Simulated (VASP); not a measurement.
The system is I.

```
I
1.0
     3.65911   -2.41088    0.00000
     3.65911    2.41088    0.00000
     0.00000    0.00000    9.85830
I
4
Direct
  0.64930 0.35070 0.38440
  0.14930 0.85070 0.11560
  0.35070 0.64930 0.61560
  0.85070 0.14930 0.88440
```

Base run:

| Quantity | Value |
| --- | --- |
| Program | VASP 6.6.1 |
| Functional | BLYP |
| Potentials or basis | VASP PAW PBE potentials, release 64 (I) |
| Cutoff | 520 eV |
| k mesh | 7 × 7 × 3 |
| Occupations | fermi-dirac, width 0.05 eV |
| Spin | no spin polarisation |

Its results: band gap on the k mesh 1.28 eV (least direct gap 1.35 eV); pressure 3.3 GPa; largest force 0.948 eV/Å.

Question: The run is repeated on the same cell with these changes: functional from BLYP to PBE. What comes out?

Answer: Band gap on the k mesh 1.29 eV (least direct gap 1.36 eV); pressure 1.2 GPa; largest force 0.672 eV/Å.

PBE binds more tightly than BLYP, so the same cell stands under less pressure.

Caveats: this functional lacks dispersion, which holds the molecules together, so the pressure and a relaxed volume are unreliable; spin-orbit coupling is left out, which moves the levels of the heavy elements; the cell stands under pressure (at least some runs); the PAW data sets were made with another functional, which shifts forces and pressure a little (at least some runs).

A k mesh can miss the band edges.
